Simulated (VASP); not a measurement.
# AgCl (Fm-3m) in VASP: notebook, part 2 of 2

VASP 6.6.1. The steps go on from the part before.

### 4 Electric field gradients, LDA (volume scaled by 1.02)

INCAR

```
  PREC = Accurate
  ENCUT = 520
  EDIFF = 1E-8
  ISMEAR = -1
  SIGMA = 0.02
  LREAL = False
  LASPH = True
  NELM = 80
  ALGO = Normal
  ISIF = 2
  LWAVE = False
  LCHARG = False
  GGA = CA
  LEFG = True
  NBANDS = 16
```

KPOINTS

```
Automatic mesh
0
Gamma
  8 8 8
```

POSCAR

```
AgCl
1.0
    0.0000000000      2.7915157670      2.7915157670
    2.7915157670      0.0000000000      2.7915157670
    2.7915157670      2.7915157670      0.0000000000
Ag Cl
1 1
Direct
    0.5000000000      0.5000000000      0.5000000000
    0.0000000000      0.0000000000      0.0000000000
```

Potentials or basis: VASP PAW LDA potentials, release 64 (Ag, Cl).

The run is started by

```console
$ cat potpaw_LDA.64/Ag/POTCAR potpaw_LDA.64/Cl/POTCAR > POTCAR
$ mpirun -np 1 vasp_std > vasp.out
```

OUTCAR:

```text
PREC = Accurate
   ENCUT = 520
   EDIFF = 1E-8
   ISMEAR = -1
   LREAL = False
   LASPH = True
   NELM = 80
   ISIF = 2
   GGA = CA

 ion  position               nearest neighbor table
   1  0.500  0.500  0.500-   2 2.79   2 2.79   2 2.79   2 2.79   2 2.79   2 2.79
   2  0.000  0.000  0.000-   1 2.79   1 2.79   1 2.79   1 2.79   1 2.79   1 2.79

  LATTYP: Found a face centered cubic cell.
 ALAT       =     5.5830315340

  Lattice vectors:

 A1 = (   0.0000000000,   2.7915157670,   2.7915157670)
 A2 = (   2.7915157670,   0.0000000000,   2.7915157670)
 A3 = (   2.7915157670,   2.7915157670,   0.0000000000)

Analysis of symmetry for initial positions (statically):
[... 33 lines left out ...]
                                     Primitive cell

  volume of cell :      43.5061

  direct lattice vectors                    reciprocal lattice vectors
     0.000000000  2.791515767  2.791515767    -0.179114159  0.179114159  0.179114159
     2.791515767  0.000000000  2.791515767     0.179114159 -0.179114159  0.179114159
[... 613 lines left out ...]
     0.000000000  2.791515767  2.791515767    -0.179114159  0.179114159  0.179114159
     2.791515767  0.000000000  2.791515767     0.179114159 -0.179114159  0.179114159
     2.791515767  2.791515767  0.000000000     0.179114159  0.179114159 -0.179114159

 POSITION                                       TOTAL-FORCE (eV/Angst)
 -----------------------------------------------------------------------------------
      2.79152      2.79152      2.79152        -0.000000     -0.000000     -0.000000
      0.00000      0.00000      0.00000         0.000000      0.000000      0.000000
 -----------------------------------------------------------------------------------
    total drift:                                0.000000      0.000000      0.000000

  FREE ENERGIE OF THE ION-ELECTRON SYSTEM (eV)
  ---------------------------------------------------
  free  energy   TOTEN  =        -6.6807566178 eV

  energy  without entropy=       -6.6807566169  energy(sigma->0) =       -6.68075662

 Electric field gradients (V/A^2)
---------------------------------------------------------------------
 ion       V_xx      V_yy      V_zz      V_xy      V_xz      V_yz
---------------------------------------------------------------------
   1      -0.000    -0.000     0.000     0.000     0.000     0.000
   2       0.000    -0.000    -0.000     0.001     0.001     0.001
---------------------------------------------------------------------

 Electric field gradients after diagonalization (V/A^2)
 (convention: |V_zz| > |V_xx| > |V_yy|)
----------------------------------------------------------------------
 ion       V_xx      V_yy      V_zz     asymmetry (V_yy - V_xx)/ V_zz
----------------------------------------------------------------------
   1      -0.000    -0.000     0.000       0.000
   2      -0.001    -0.001     0.002       0.000
----------------------------------------------------------------------

           NMR quadrupolar parameters

 Cq : quadrupolar parameter    Cq=e*Q*V_zz/h
 eta: asymmetry parameters     (V_yy - V_xx)/ V_zz
 Q  : nuclear electric quadrupole moment in mb (millibarn)
----------------------------------------------------------------------
 ion       Cq(MHz)       eta       Q (mb)
----------------------------------------------------------------------
   1       0.000       0.000       1.000
   2       0.000       0.000       1.000
----------------------------------------------------------------------
```

It took 16 s on 1 thread of Intel Xeon Platinum 8259CL at 2.50GHz (Skylake/Cascade Lake), shared host; peak memory 0.15 GiB.

Results:

```
Free energy            : -6.6808 eV
Pressure               : -6.3 GPa
Band gap on the k mesh : 0.65 eV, indirect (least direct gap 2.87 eV)
```

Levels at points of the mesh, in eV from the valence-band top:
| k point | band 5 | band 6 | band 7 | band 8 | band 9 | band 10 | band 11 | band 12 | band 13 | band 14 |
| --- | --- | --- | --- | --- | --- | --- | --- | --- | --- | --- |
| (0.00, 0.00, 0.00) | -2.40 | -2.40 | -2.22 | -2.22 | -2.22 | 0.65 | 10.74 | 10.74 | 10.74 | 12.07 |
| (0.50, 0.00, 0.00) | -2.08 | -2.08 | -1.77 | 0.00 | 0.00 | 4.02 | 6.23 | 7.48 | 7.48 | 13.21 |
| (0.50, 0.50, 0.00) | -2.77 | -2.22 | -1.96 | -1.96 | -1.90 | 2.15 | 7.87 | 8.32 | 11.12 | 11.12 |

Caveat: without QUAD_EFG the Cq values of the log hold for a quadrupole moment of 1 mb, not for the nuclei. A k mesh can miss the band edges.

### 5 Electric field gradients, LDA (volume scaled by 1.04)

INCAR

```
ALGO     = Normal         # electronic algorithm
EDIFF    = 1E-8           # SCF threshold, eV
ENCUT    = 520            # plane-wave cutoff, eV
GGA      = CA             # functional
ISIF     = 2              # what is computed and relaxed
ISMEAR   = -1             # smearing method
LASPH    = T              # aspherical terms in the spheres
LCHARG   = F              # write CHGCAR
LEFG     = T            
LREAL    = F              # projectors in reciprocal space
LWAVE    = F              # write WAVECAR
NBANDS   = 16             # bands
NELM     = 80             # most SCF steps
PREC     = Accurate       # precision mode
SIGMA    = 0.02           # smearing width, eV
```

KPOINTS

```
k-points
0
Gamma
  8 8 8
```

POSCAR

```
AgCl
1.0
    0.0000000000      2.8096430007      2.8096430007
    2.8096430007      0.0000000000      2.8096430007
    2.8096430007      2.8096430007      0.0000000000
Ag Cl
1 1
Direct
    0.5000000000      0.5000000000      0.5000000000
    0.0000000000      0.0000000000      0.0000000000
```

Potentials or basis: VASP PAW LDA potentials, release 64 (Ag, Cl).

The run is started by

```console
$ cat potpaw_LDA.64/Ag/POTCAR potpaw_LDA.64/Cl/POTCAR > POTCAR
$ mpirun -np 1 vasp_std > vasp.out
```

OUTCAR:

```text
EDIFF = 1E-8
   ENCUT = 520
   GGA = CA
   ISIF = 2
   ISMEAR = -1
   LASPH = T
   LREAL = F
   NELM = 80
   PREC = Accurate

 ion  position               nearest neighbor table
   1  0.500  0.500  0.500-   2 2.81   2 2.81   2 2.81   2 2.81   2 2.81   2 2.81
   2  0.000  0.000  0.000-   1 2.81   1 2.81   1 2.81   1 2.81   1 2.81   1 2.81

  LATTYP: Found a face centered cubic cell.
 ALAT       =     5.6192860014

  Lattice vectors:

 A1 = (   0.0000000000,   2.8096430007,   2.8096430007)
 A2 = (   2.8096430007,   0.0000000000,   2.8096430007)
 A3 = (   2.8096430007,   2.8096430007,   0.0000000000)

Analysis of symmetry for initial positions (statically):
[... 33 lines left out ...]
                                     Primitive cell

  volume of cell :      44.3592

  direct lattice vectors                    reciprocal lattice vectors
     0.000000000  2.809643001  2.809643001    -0.177958552  0.177958552  0.177958552
[... 611 lines left out ...]
  energy-cutoff  :      520.00
  volume of cell :       44.36
      direct lattice vectors                 reciprocal lattice vectors
     0.000000000  2.809643001  2.809643001    -0.177958552  0.177958552  0.177958552
     2.809643001  0.000000000  2.809643001     0.177958552 -0.177958552  0.177958552
     2.809643001  2.809643001  0.000000000     0.177958552  0.177958552 -0.177958552

 POSITION                                       TOTAL-FORCE (eV/Angst)
 -----------------------------------------------------------------------------------
      2.80964      2.80964      2.80964         0.000000      0.000000      0.000000
      0.00000      0.00000      0.00000         0.000000      0.000000      0.000000
 -----------------------------------------------------------------------------------
    total drift:                                0.000000      0.000000      0.000000

  FREE ENERGIE OF THE ION-ELECTRON SYSTEM (eV)
  ---------------------------------------------------
  free  energy   TOTEN  =        -6.6459374386 eV

  energy  without entropy=       -6.6459374378  energy(sigma->0) =       -6.64593744

 Electric field gradients (V/A^2)
---------------------------------------------------------------------
 ion       V_xx      V_yy      V_zz      V_xy      V_xz      V_yz
---------------------------------------------------------------------
   1      -0.000     0.000    -0.000     0.001     0.001     0.001
   2       0.000    -0.000    -0.000     0.001     0.001     0.001
---------------------------------------------------------------------

 Electric field gradients after diagonalization (V/A^2)
 (convention: |V_zz| > |V_xx| > |V_yy|)
----------------------------------------------------------------------
 ion       V_xx      V_yy      V_zz     asymmetry (V_yy - V_xx)/ V_zz
----------------------------------------------------------------------
   1      -0.001    -0.001     0.001       0.000
   2      -0.001    -0.001     0.001       0.000
----------------------------------------------------------------------

           NMR quadrupolar parameters

 Cq : quadrupolar parameter    Cq=e*Q*V_zz/h
 eta: asymmetry parameters     (V_yy - V_xx)/ V_zz
 Q  : nuclear electric quadrupole moment in mb (millibarn)
----------------------------------------------------------------------
 ion       Cq(MHz)       eta       Q (mb)
----------------------------------------------------------------------
   1       0.000       0.000       1.000
   2       0.000       0.000       1.000
----------------------------------------------------------------------
```

stdout:

```text
POSCAR found type information on POSCAR AgCl
 POSCAR found :  2 types and       2 ions
 scaLAPACK will be used
 LDA part: xc-table for (Slater(with rela. corr.)+CA(PZ))
 , standard interpolation
 POSCAR, INCAR and KPOINTS ok, starting setup
 FFT: planning ... GRIDC
 FFT: planning ... GRID_SOFT
 FFT: planning ... GRID
 WAVECAR not read
 entering main loop
ion   1

ion   2
```

It took 18 s on 1 thread of Intel Xeon Platinum 8259CL at 2.50GHz (Skylake/Cascade Lake), shared host; peak memory 0.15 GiB.

Results:

```yaml
Free_energy: -6.6459 eV
Pressure: -6.9 GPa
Band_gap_on_the_k_mesh: 0.65 eV, indirect (least direct gap 2.80 eV)
```

Caveat: without QUAD_EFG the Cq values of the log hold for a quadrupole moment of 1 mb, not for the nuclei.

### 6 Electric field gradients, LDA (volume scaled by 1.04)

INCAR

```
SYSTEM = AgCl
  PREC = Accurate
  ENCUT = 520
  EDIFF = 1E-8
  ISMEAR = -1
  SIGMA = 0.02
  LREAL = .False.
  LASPH = .True.
  NELM = 80
  ALGO = Normal
  ISIF = 2
  LWAVE = .False.
  LCHARG = .False.
  LEFG = .True.
  NBANDS = 16
```

KPOINTS

```
regular mesh
0
Gamma
  8 8 8
  0 0 0
```

POSCAR is that of step 5.

Potentials or basis: VASP PAW LDA potentials, release 64 (Ag, Cl).

The run is started by

```console
$ cat potpaw_LDA.64/Ag/POTCAR potpaw_LDA.64/Cl/POTCAR > POTCAR
$ mpirun -np 1 vasp_std > vasp.out
```

OUTCAR:

```text
SYSTEM = AgCl
   PREC = Accurate
   ENCUT = 520
   EDIFF = 1E-8
   ISMEAR = -1
   LREAL = .False.
   LASPH = .True.
   NELM = 80
   ISIF = 2

 ion  position               nearest neighbor table
   1  0.500  0.500  0.500-   2 2.81   2 2.81   2 2.81   2 2.81   2 2.81   2 2.81
   2  0.000  0.000  0.000-   1 2.81   1 2.81   1 2.81   1 2.81   1 2.81   1 2.81

  LATTYP: Found a face centered cubic cell.
 ALAT       =     5.6192860014

  Lattice vectors:

 A1 = (   0.0000000000,   2.8096430007,   2.8096430007)
 A2 = (   2.8096430007,   0.0000000000,   2.8096430007)
 A3 = (   2.8096430007,   2.8096430007,   0.0000000000)

Analysis of symmetry for initial positions (statically):
[... 33 lines left out ...]
                                     Primitive cell

  volume of cell :      44.3592

  direct lattice vectors                    reciprocal lattice vectors
     0.000000000  2.809643001  2.809643001    -0.177958552  0.177958552  0.177958552
     2.809643001  0.000000000  2.809643001     0.177958552 -0.177958552  0.177958552
     2.809643001  2.809643001  0.000000000     0.177958552  0.177958552 -0.177958552
[... 612 lines left out ...]
     0.000000000  2.809643001  2.809643001    -0.177958552  0.177958552  0.177958552
     2.809643001  0.000000000  2.809643001     0.177958552 -0.177958552  0.177958552
     2.809643001  2.809643001  0.000000000     0.177958552  0.177958552 -0.177958552

 POSITION                                       TOTAL-FORCE (eV/Angst)
 -----------------------------------------------------------------------------------
      2.80964      2.80964      2.80964         0.000000      0.000000      0.000000
      0.00000      0.00000      0.00000         0.000000      0.000000      0.000000
 -----------------------------------------------------------------------------------
    total drift:                                0.000000      0.000000      0.000000

  FREE ENERGIE OF THE ION-ELECTRON SYSTEM (eV)
  ---------------------------------------------------
  free  energy   TOTEN  =        -6.6459374386 eV

  energy  without entropy=       -6.6459374378  energy(sigma->0) =       -6.64593744

 Electric field gradients (V/A^2)
---------------------------------------------------------------------
 ion       V_xx      V_yy      V_zz      V_xy      V_xz      V_yz
---------------------------------------------------------------------
   1      -0.000     0.000    -0.000     0.001     0.001     0.001
   2       0.000    -0.000    -0.000     0.001     0.001     0.001
---------------------------------------------------------------------

 Electric field gradients after diagonalization (V/A^2)
 (convention: |V_zz| > |V_xx| > |V_yy|)
----------------------------------------------------------------------
 ion       V_xx      V_yy      V_zz     asymmetry (V_yy - V_xx)/ V_zz
----------------------------------------------------------------------
   1      -0.001    -0.001     0.001       0.000
   2      -0.001    -0.001     0.001       0.000
----------------------------------------------------------------------

           NMR quadrupolar parameters

 Cq : quadrupolar parameter    Cq=e*Q*V_zz/h
 eta: asymmetry parameters     (V_yy - V_xx)/ V_zz
 Q  : nuclear electric quadrupole moment in mb (millibarn)
----------------------------------------------------------------------
 ion       Cq(MHz)       eta       Q (mb)
----------------------------------------------------------------------
   1       0.000       0.000       1.000
   2       0.000       0.000       1.000
----------------------------------------------------------------------
```

Wall time 18 s (1 thread of Intel Xeon Platinum 8259CL at 2.50GHz (Skylake/Cascade Lake), shared host); peak memory 0.15 GiB.

Results:

| Quantity | Value |
| --- | --- |
| Free energy | -6.6459 eV |
| Pressure | -6.9 GPa |
| Band gap on the k mesh | 0.65 eV, indirect (least direct gap 2.80 eV) |

Caveat: without QUAD_EFG the Cq values of the log hold for a quadrupole moment of 1 mb, not for the nuclei.

### 7 The runs side by side

| cell | gap on the mesh (eV) | pressure (GPa) |
| --- | --- | --- |
| a = 3.896 Å, angles 60.0°, 2 atoms | 0.64 | -4.8 |
| a = 3.922 Å, angles 60.0°, 2 atoms | 0.64 | -5.6 |
| a = 3.948 Å, angles 60.0°, 2 atoms | 0.65 | -6.3 |
| a = 3.973 Å, angles 60.0°, 2 atoms | 0.65 | -6.9 |

Alike in all rows: task electric field gradients; level LDA; potentials or basis VASP PAW LDA potentials, release 64 (Ag, Cl); no spin polarisation; k mesh 8 × 8 × 8; cutoff (eV) 520; smearing fermi-dirac 0.02 eV.

Total energies depend on the potentials used, so only differences within one code and one set of settings carry meaning.
